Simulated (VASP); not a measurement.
Wanted: the native input for a VASP 6.6.1 run.

```yaml
Task: single point
Functional: LDA
Potentials_or_basis: VASP PAW LDA potentials, release 64 (Ga_d, Sb)
Cutoff: 520 eV
k_mesh: 10 × 10 × 10
Occupations: gaussian, width 0.15 eV
Spin: no spin polarisation
Dipole_correction: no
Further_INCAR_settings: ALGO = Normal; EDIFF = 1e-07; NBANDS = 22
```

The structure of GaSb3 lies in POSCAR:

```
GaSb3
1.0
    0.0000000000      3.7182721368      3.6201097524
    3.7182721368      0.0000000000      3.6201097524
    3.7182721368      3.7182721368      0.0000000000
Ga Sb
1 3
Direct
    0.0000000000      0.0000000000      0.0000000000
    0.2500000000      0.2500000000      0.2500000000
    0.7500000000      0.7500000000      0.7500000000
    0.5000000000      0.5000000000      0.5000000000
```

This cell differs from its parent crystal: volume 25.025 Å^3 an atom, c/a of the conventional cell 0.9736.

These files were run (other wordings do the same):

INCAR

```
SYSTEM = GaSb3
PREC = Accurate ; ENCUT = 520
EDIFF = 1E-7 ; ISMEAR = 0
SIGMA = 0.15 ; LREAL = .FALSE.
LASPH = .TRUE. ; NELM = 80
ALGO = Normal ; ISIF = 2
LWAVE = .FALSE. ; LCHARG = .FALSE.
GGA = CA ; NBANDS = 22
```

KPOINTS

```
Automatic mesh
0
G
  10 10 10
  0 0 0
```

Potentials or basis: VASP PAW LDA potentials, release 64 (Ga_d, Sb).

Launch:

```sh
$ cat potpaw_LDA.64/Ga_d/POTCAR potpaw_LDA.64/Sb/POTCAR > POTCAR
$ mpirun -np 1 vasp_std > vasp.out
```

Results of the run:

* Pressure: -2.9 GPa
* Band gap on the k mesh: zero (band 14 reaches 9.31 eV, above the bottom of band 15 at 5.33 eV)

Caveat: spin-orbit coupling is left out, which moves the levels of the heavy elements.

Run time: 2.8 min on 1 thread of AMD EPYC 7R43 64-Core Processor (Zen 3), with other jobs on the host, peak memory 0.31 GiB.
